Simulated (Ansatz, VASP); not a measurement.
## CdSiP2 in VASP and in Ansatz

```
Cd Si P
1.0
    -2.84686    2.84686    5.24206
     2.84686   -2.84686    5.24206
     2.84686    2.84686   -5.24206
Cd Si P
2 2 4
Direct
  0.75000 0.25000 0.50000
  0.00000 0.00000 0.00000
  0.50000 0.50000 0.00000
  0.25000 0.75000 0.50000
  0.87500 0.82884 0.45384
  0.17116 0.62500 0.04616
  0.37500 0.42116 0.54616
  0.57884 0.12500 0.95384
```

Alike in both runs: task single point; functional PBE; k mesh 6 × 6 × 6; occupations fermi-dirac, width 0.02 eV; no spin polarisation.

```csv
,VASP,Ansatz
version,VASP 6.6.1,Ansatz 0.2.0
potentials or method,"VASP PAW PBE potentials, release 64 (Cd, Si, P)","plane waves, PAW"
plane-wave cutoff (eV),500,420
valence electrons in the cell,52,68
```

Ansatz gave:

* gap on the k mesh at the Fermi level (eV): 1.37
* pressure (GPa): 1.6
* rms of the force components (eV/Å): 0.026

Question: Estimate VASP's values.

Answer: gap on the k mesh at the Fermi level (eV): 1.37; pressure (GPa): 1.7; rms of the force components (eV/Å): 0.008.

Atom by atom the forces differ by 0.018 eV/Å (rms over components). VASP's potentials hold 52 valence electrons a cell and Ansatz's 68, so a difference there can come from the potentials and not from the codes.
